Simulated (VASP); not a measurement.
# WC (NiAs type) (P6_3/mmc) in VASP: relaxation of cell and atoms with PBE

Aim: the relaxation of cell and atoms of WC (NiAs type) with PBE.

All numbers are computed with VASP 6.6.1; they aren't measurements. Logs are shortened: lines on timing, memory, paths and dates and some standing lists are left out, and cuts for length are marked.

**1. The cell of the first run**

It takes space group P6_3/mmc (No. 194, hexagonal). Conventional cell: a = 3.152 Å, b = 3.152 Å, c = 4.885 Å, α = 90.00°, β = 90.00°, γ = 120.00°. Within 2.9 Å of W (site symmetry -3m) lie 6 C at 2.19 Å and 2 W at 2.44 Å. Within 2.9 Å of C (site symmetry -6m2) lie 6 W at 2.19 Å.

**2. Relaxation of cell and atoms, PBE, target pressure -0.037 GPa, at which the enthalpy is minimised**

INCAR

```
SYSTEM = WC
ALGO = Normal ; EDIFF = 1E-6
EDIFFG = -0.005 ; ENCUT = 600
GGA = PE ; IBRION = 2
ISIF = 3 ; ISMEAR = -1
LASPH = .TRUE. ; LCHARG = .FALSE.
LREAL = .FALSE. ; LWAVE = .FALSE.
NELM = 60 ; NSW = 60
PREC = Accurate ; PSTRESS = -0.37
SIGMA = 0.08
```

KPOINTS

```
k-points
0
G
  10 10 6
  0 0 0
```

POSCAR

```
WC
1.0
    3.1516751146      0.0000000000      0.0000000000
   -1.5758375573      2.7294307137      0.0000000000
    0.0000000000      0.0000000000      4.8850964276
W C
2 2
Direct
    0.0000000000      0.0000000000      0.0000000000
    0.0000000000      0.0000000000      0.5000000000
    0.3333333333      0.6666666667      0.2500000000
    0.6666666667      0.3333333333      0.7500000000
```

Potentials or basis: VASP PAW PBE potentials, release 64 (W_sv, C).

Started as:

```console
cat potpaw_PBE.64/W_sv/POTCAR potpaw_PBE.64/C/POTCAR > POTCAR
mpirun -np 1 vasp_std > vasp.out
```

OUTCAR:

```text
SYSTEM = WC
   EDIFF = 1E-6
   EDIFFG = -0.005
   ENCUT = 600
   GGA = PE
   IBRION = 2
   ISIF = 3
   ISMEAR = -1
   LASPH = .TRUE.
   LREAL = .FALSE.
   NELM = 60
   NSW = 60
   PREC = Accurate
   PSTRESS = -0.37

 ion  position               nearest neighbor table
   1  0.000  0.000  0.000-   3 2.19   4 2.19   3 2.19   4 2.19   4 2.19   3 2.19   2 2.44   2 2.44

   2  0.000  0.000  0.500-   3 2.19   4 2.19   3 2.19   4 2.19   4 2.19   3 2.19   1 2.44   1 2.44

   3  0.333  0.667  0.250-   1 2.19   2 2.19   1 2.19   2 2.19   1 2.19   2 2.19
   4  0.667  0.333  0.750-   1 2.19   2 2.19   1 2.19   2 2.19   1 2.19   2 2.19

  LATTYP: Found a hexagonal cell.
 ALAT       =     3.1516751146
 C/A-ratio  =     1.5500000000

  Lattice vectors:

 A1 = (   3.1516751146,   0.0000000000,   0.0000000000)
 A2 = (  -1.5758375573,   2.7294307137,   0.0000000000)
 A3 = (   0.0000000000,   0.0000000000,   4.8850964276)

Analysis of symmetry for initial positions (statically):
=====================================================================
 Subroutine PRICEL returns:
 Original cell was already a primitive cell.

 Routine SETGRP: Setting up the symmetry group for a
 hexagonal supercell.

 Subroutine GETGRP returns: Found 24 space group operations
 (whereof 12 operations were pure point group operations)
 out of a pool of 24 trial point group operations.

The static configuration has the point symmetry D_3d.
 The point group associated with its full space group is D_6h.

Analysis of symmetry for dynamics (positions and initial velocities):
=====================================================================
 Subroutine PRICEL returns:
 Original cell was already a primitive cell.

 Routine SETGRP: Setting up the symmetry group for a
 hexagonal supercell.

 Subroutine GETGRP returns: Found 24 space group operations
 (whereof 12 operations were pure point group operations)
 out of a pool of 24 trial point group operations.

The dynamic configuration has the point symmetry D_3d.
 The point group associated with its full space group is D_6h.

 Subroutine INISYM returns: Found 24 space group operations
 (whereof 12 operations are pure point group operations),
 and found     1 'primitive' translations

----------------------------------------------------------------------------------------

                                     Primitive cell

  volume of cell :      42.0230

  direct lattice vectors                    reciprocal lattice vectors
     3.151675115  0.000000000  0.000000000     0.317291587  0.183188383  0.000000000
    -1.575837557  2.729430714  0.000000000     0.000000000  0.366376767  0.000000000
     0.000000000  0.000000000  4.885096428     0.000000000  0.000000000  0.204704250

  length of vectors
     3.151675115  3.151675115  4.885096428     0.366376767  0.366376767  0.204704250

  position of ions in fractional coordinates (direct lattice)
     0.000000000  0.000000000  0.000000000
     0.000000000  0.000000000  0.500000000
     0.333333333  0.666666667  0.250000000
     0.666666667  0.333333333  0.750000000

  ion indices of the primitive-cell ions
   primitive index   ion index
                 1           1
                 2           2
                 3           3
                 4           4

----------------------------------------------------------------------------------------

 KPOINTS: k-points

Automatic generation of k-mesh.
 Grid dimensions read from file:
 generate k-points for:   10   10    6

 Generating k-lattice:

  Cartesian coordinates                     Fractional coordinates (reciprocal lattice)
     0.031729159  0.018318838  0.000000000     0.100000000 -0.000000000  0.000000000
     0.000000000  0.036637677  0.000000000     0.000000000  0.100000000  0.000000000
     0.000000000  0.000000000  0.034117375     0.000000000  0.000000000  0.166666667

  Length of vectors
     0.036637677  0.036637677  0.034117375

  Shift w.r.t. Gamma in fractional coordinates (k-lattice)
     0.000000000  0.000000000  0.000000000

 Subroutine IBZKPT returns following result:
 ===========================================

 Found     56 irreducible k-points:

 Following reciprocal coordinates:
            Coordinates               Weight
  0.000000  0.000000  0.000000      1.000000
  0.100000 -0.000000  0.000000      6.000000
  0.200000 -0.000000  0.000000      6.000000
  0.300000  0.000000  0.000000      6.000000
  0.400000  0.000000  0.000000      6.000000
  0.500000  0.000000  0.000000      3.000000
[... 16 lines left out ...]
  0.300000  0.100000  0.166667     24.000000
  0.400000  0.100000  0.166667     24.000000
 [... further k-points ...]
   k-points           NKPTS =     56   k-points in BZ     NKDIM =     56   number of bands    NBANDS=     22
   number of dos      NEDOS =    301   number of ions     NIONS =      4
   total plane-waves  NPLWV =  31360
   dimension x,y,z NGX =    28 NGY =   28 NGZ =   40
   dimension x,y,z NGXF=    56 NGYF=   56 NGZF=   80
   ions per type =               2   2
   NGX,Y,Z   is equivalent  to a cutoff of  14.77, 14.77, 13.61 a.u.
   NGXF,Y,Z  is equivalent  to a cutoff of  29.54, 29.54, 27.22 a.u.
 SYSTEM =  WC
   PREC   = accura    normal or accurate (medium, high low for compatibility)
   ISTART =      0    job   : 0-new  1-cont  2-samecut
   ICHARG =      2    charge: 1-file 2-atom 10-const
   ISPIN  =      1    spin polarized calculation?
   LNONCOLLINEAR =      F non collinear calculations
   LSORBIT =      F    spin-orbit coupling
   LASPH  =      T    aspherical Exc in radial PAW
   ENCUT  =  600.0 eV  44.10 Ry    6.64 a.u.   6.29  6.29  9.76*2*pi/ulx,y,z
   NELM   =     60;   NELMIN=  2; NELMDL= -5     # of ELM steps
   EDIFF  = 0.1E-05   stopping-criterion for ELM
   LREAL  =      F    real-space projection
   EDIFFG = -.5E-02   stopping-criterion for IOM
   NSW    =     60    number of steps for IOM
   IBRION =      2    ionic relax: 0-MD 1-quasi-New 2-CG
   NFREE  =      1    steps in history (QN), initial steepest desc. (CG)
   ISIF   =      3    stress and relaxation
   ISYM   =      2    0-nonsym 1-usesym 2-fastsym
   POTIM  = 0.5000    time-step for ionic-motion
   TEBEG  =    0.0;   TEEND  =   0.0 temperature during run
   PSTRESS=   -0.4 pullay stress
   NELECT =      36.0000    total number of electrons
   NUPDOWN=      -1.0000    fix difference up-down
   EMIN   =  10.00;   EMAX   =-10.00  energy-range for DOS
   EFERMI =   0.00;   METHOD = LEGACY
   ISMEAR =    -1;   SIGMA  =   0.08  broadening in eV -4-tet -1-fermi 0-gaus
   EFERMI_NEDOS =   21; number of points for ismear=-14 and -15
   IALGO  =     38    algorithm
   IMIX   =      4    mixing-type and parameters
     AMIX     =   0.40;   BMIX     =  1.00
     AMIX_MAG =   1.60;   BMIX_MAG =  1.00
  volume/ion in A,a.u.               =      10.51        70.90
  Fermi-wavevector in a.u.,A,eV,Ry     =   1.554820  2.938184 32.891610  2.417465
  Thomas-Fermi vector in A             =   2.658851
   LORBIT       =      0    0 simple, 1 ext, 2 COOP (PROOUT), +10 PAW based schemes
   GGA     = PE    functional components
   LHFCALC =     F    Hartree Fock is set to
   AEXX    =    0.0000 exact exchange contribution
   IVDW    =     0    specifies the selected vdW correction
   LEPSILON=     F    determine dielectric tensor
   LRPA    =     F    only Hartree local field effects (RPA)
 conjugate gradient relaxation of ions
 non-spin polarized calculation
  energy-cutoff  :      600.00
  volume of cell :       42.02
 maximum number of plane-waves:      1423
 NGX is ok and might be reduce to    28
   NGX = 13   NGY = 13   NGZ = 19

--------------------------------------- Ionic step        1  -------------------------------------------

 number of electron      36.0000005 magnetization

 Free energy of the ion-electron system (eV)
  ---------------------------------------------------
  ext. energy  EPLUGINS =         0.00000000
  ---------------------------------------------------
  free energy    TOTEN  =       -41.77259581 eV

  energy without entropy =      -41.73421854  energy(sigma->0) =      -41.75340718

------------------------ aborting loop because EDIFF is reached ----------------------------------------

  FORCE on cell =-STRESS in cart. coord.  units (eV):
  Direction    XX          YY          ZZ          XY          YZ          ZX
  --------------------------------------------------------------------------------------
  -------------------------------------------------------------------------------------
  Total       -0.8438103     -0.8438103     24.9113165     -0.0000000      0.0000000     -0.0000000
  in kB      -32.1713113    -32.1713113    949.7747183     -0.0000000      0.0000000     -0.0000000
  external PRESSURE =     295.5140319 kB  Pullay stress =      -0.3700000 kB
[... 65 lines left out ...]
  enthalpy is  TOTEN    =       -41.7553794180 eV   P V=       -0.0123687954

--------------------------------------- Ionic step        3  -------------------------------------------

 number of electron      35.9999998 magnetization

 E-fermi :   9.7099     XC(G=0): -13.0167

 val. band max:        9.6938373242   @ k =   0.2000   0.2000   0.1667
 cond. band min:       9.7106270914   @ k =   0.2000   0.2000   0.0000
 fundamental gap:      0.0167897672
 Fermi energy:         9.7098628577

 k-point     1 :       0.0000    0.0000    0.0000
  band No.  band energies     occupation
      1     -64.9139      2.00000
      2     -64.8675      2.00000
      3     -29.4380      2.00000
      4     -28.9655      2.00000
      5     -28.9655      2.00000
      6     -28.8886      2.00000
[... 622 lines left out ...]
  FREE ENERGIE OF THE ION-ELECTRON SYSTEM (eV)
  ---------------------------------------------------
  free  energy   TOTEN  =       -43.2354315214 eV

  energy  without entropy=      -43.1939057799  energy(sigma->0) =      -43.21466865

  enthalpy is  TOTEN    =       -43.2464282031 eV   P V=       -0.0109966816

[... ionic steps 4 to 11 ...]

--------------------------------------- Ionic step       12  -------------------------------------------

 number of electron      36.0000002 magnetization

------------------------ aborting loop because EDIFF is reached ----------------------------------------

  FORCE on cell =-STRESS in cart. coord.  units (eV):
  Direction    XX          YY          ZZ          XY          YZ          ZX
  --------------------------------------------------------------------------------------
  -------------------------------------------------------------------------------------
  Total        0.0298039      0.0298039      0.0927831      0.0000000     -0.0000000     -0.0000000
  in kB        1.1238024      1.1238024      3.4985368      0.0000000     -0.0000000     -0.0000000
  external PRESSURE =       2.2853805 kB  Pullay stress =      -0.3700000 kB
[... 65 lines left out ...]
  enthalpy is  TOTEN    =       -44.1109813596 eV   P V=       -0.0098255766

--------------------------------------- Ionic step       14  -------------------------------------------

 number of electron      36.0000002 magnetization

 Free energy of the ion-electron system (eV)
  ---------------------------------------------------
  ext. energy  EPLUGINS =         0.00000000
  ---------------------------------------------------
  free energy    TOTEN  =       -44.10120576 eV

  energy without entropy =      -44.07768416  energy(sigma->0) =      -44.08944496

 E-fermi :  10.9710     XC(G=0): -13.6669

 val. band max:       10.9631519735   @ k =   0.1000  -0.0000   0.1667
 cond. band min:      10.9843997229   @ k =   0.1000   0.1000   0.1667
 fundamental gap:      0.0212477494
 Fermi energy:        10.9709907635

 k-point     1 :       0.0000    0.0000    0.0000
  band No.  band energies     occupation
      1     -63.2243      2.00000
      2     -63.1907      2.00000
      3     -27.8318      2.00000
      4     -27.1850      2.00000
      5     -27.1402      2.00000
      6     -27.1402      2.00000
[... 622 lines left out ...]
  FREE ENERGIE OF THE ION-ELECTRON SYSTEM (eV)
  ---------------------------------------------------
  free  energy   TOTEN  =       -44.1012057568 eV

  energy  without entropy=      -44.0776841612  energy(sigma->0) =      -44.08944496

  enthalpy is  TOTEN    =       -44.1110236950 eV   P V=       -0.0098179382

 reached required accuracy - stopping structural energy minimisation
```

Run time: 12 min. Hardware: 1 thread of Intel Xeon 8259CL, shared host; peak memory 0.23 GiB.

Results:

- Free energy: -44.1012 eV
- Relaxed volume: 10.63 Å³/atom
- Relaxed cell: a = 2.921 Å, b = 2.921 Å, c = 5.755 Å, α = 90.00°, β = 90.00°, γ = 120.00°
- Space group after relaxing (to 0.1 Å): P6_3/mmc (No. 194)
- Energy change on relaxing (the run minimises the enthalpy): -582.2 meV/atom
- Ionic steps: 14
- Pressure after relaxing: 0.0 GPa
- Band gap on the k mesh: zero (bands 18 and 19 overlap by 0.63 eV)

Step by step:
| step | energy change (eV) | largest force (eV/Å) | pressure (GPa) | volume (Å³) |
| --- | --- | --- | --- | --- |
| 1 | 0.0000 | 0.0000 | 29.51 | 42.02 |
| 2 | 0.0296 | 0.0000 | -53.23 | 53.56 |
| 3 | -1.4628 | 0.0000 | -27.74 | 47.62 |
| 4 | -1.2394 | 0.0000 | 22.26 | 40.11 |
| 5 | -2.2544 | 0.0000 | -12.30 | 43.93 |
| 6 | -2.0789 | 0.0000 | 25.88 | 40.22 |
| 7 | -2.3284 | 0.0000 | -0.77 | 42.60 |
| 8 | -2.3285 | 0.0000 | -0.37 | 42.56 |
| 9 | -2.3284 | 0.0000 | -0.11 | 42.53 |
| 10 | -2.3286 | 0.0000 | 0.27 | 42.48 |
| 11 | -2.3286 | 0.0000 | 0.21 | 42.49 |
| 12 | -2.3286 | 0.0000 | 0.19 | 42.49 |
| 13 | -2.3286 | 0.0000 | -0.34 | 42.55 |
| 14 | -2.3286 | 0.0000 | -0.04 | 42.51 |

Final structure:
```yaml
crystal:
  lattice:
    - [2.92051, 0.00000, 0.00000]
    - [-1.46026, 2.52924, 0.00000]
    - [0.00000, 0.00000, 5.75547]
  atoms:
    - { symbol: W, position: [0.00000, 0.00000, 0.00000] }
    - { symbol: W, position: [0.00000, 0.00000, 0.50000] }
    - { symbol: C, position: [0.33333, 0.66667, 0.25000] }
    - { symbol: C, position: [0.66667, 0.33333, 0.75000] }
```

Caveat: the cell is relaxed towards a set pressure, so the run minimises the enthalpy, not the energy; a cell axis changed by over 15 % at a fixed basis, so the end point is rough; spin-orbit coupling is left out, which moves the levels of the heavy elements.

The gap in the log of VASP goes by the Fermi energy; the results here count the filled bands.